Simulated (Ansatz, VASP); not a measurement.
**One calculation of CdF2, two programs**

File INCAR:

```
SYSTEM = CdF2
PREC = Accurate
ENCUT = 520
EDIFF = 1E-6
ISMEAR = 0
SIGMA = 0.05
LREAL = .False.
LASPH = .True.
NELM = 100
ALGO = Normal
ISIF = 2
LWAVE = .False.
LCHARG = .True.
GGA = PE
LELF = .True.
LVHAR = .True.
NBANDS = 20
```

File KPOINTS:

```
regular mesh
0
Gamma
  8 8 8
  0 0 0
```

Contents of POSCAR:

```
CdF2
1.0
    0.0000000000      2.6940000000      2.6940000000
    2.6940000000      0.0000000000      2.6940000000
    2.6940000000      2.6940000000      0.0000000000
Cd F
1 2
Direct
    0.0069599109     -0.0069599109      0.0069599109
    0.2500000000      0.2500000000      0.2500000000
    0.7500000000      0.7500000000      0.7500000000
```

Input for Ansatz:

```yaml
crystal:
  lattice:
    - [0.0, 2.694, 2.694]
    - [2.694, 0.0, 2.694]
    - [2.694, 2.694, 0.0]
  atoms:
    - { symbol: Cd, position: [0.0069599109, -0.0069599109, 0.0069599109] }
    - { symbol: F, position: [0.25, 0.25, 0.25] }
    - { symbol: F, position: [0.75, 0.75, 0.75] }
basis:
  ecutwfc: 420
kpoints:
  mp_grid: { grid: [8, 8, 8] }
hamiltonian:
  xc: pbe
scf:
  occupations: { method: gaussian, width: 0.05 }
output:
  forces: true
  stress: true
  eigenvalues: true
```

Change from the starting cell: all Cd atoms moved +0.037 Å, as atom 1 along Cartesian [0 1 0].

Alike in both runs: task single point; functional PBE; k mesh 8 × 8 × 8; occupations gaussian, width 0.05 eV; no spin polarisation.

```csv
,VASP,Ansatz
version,VASP 6.6.1,Ansatz 0.2.0
potentials or method,"VASP PAW PBE potentials, release 64 (Cd, F), cutoff 520 eV","scalar-relativistic, plane waves, PAW"
valence electrons in the cell,26,34
```

Ansatz gave:

| Quantity | Value |
| --- | --- |
| gap on the k mesh at the Fermi level (eV) | 3.10 |
| least direct gap on the mesh (eV) | 3.60 |
| pressure (GPa) | 5.5 |
| rms of the force components (eV/Å) | 0.082 |

Task: Which values does VASP return?

Result: gap on the k mesh at the Fermi level (eV): 3.07; least direct gap on the mesh (eV): 3.57; pressure (GPa): 6.3; rms of the force components (eV/Å): 0.090.

Atom by atom the forces differ by 0.009 eV/Å (rms over components). VASP's potentials hold 26 valence electrons a cell and Ansatz's 34, so a difference there can come from the potentials and not from the codes.
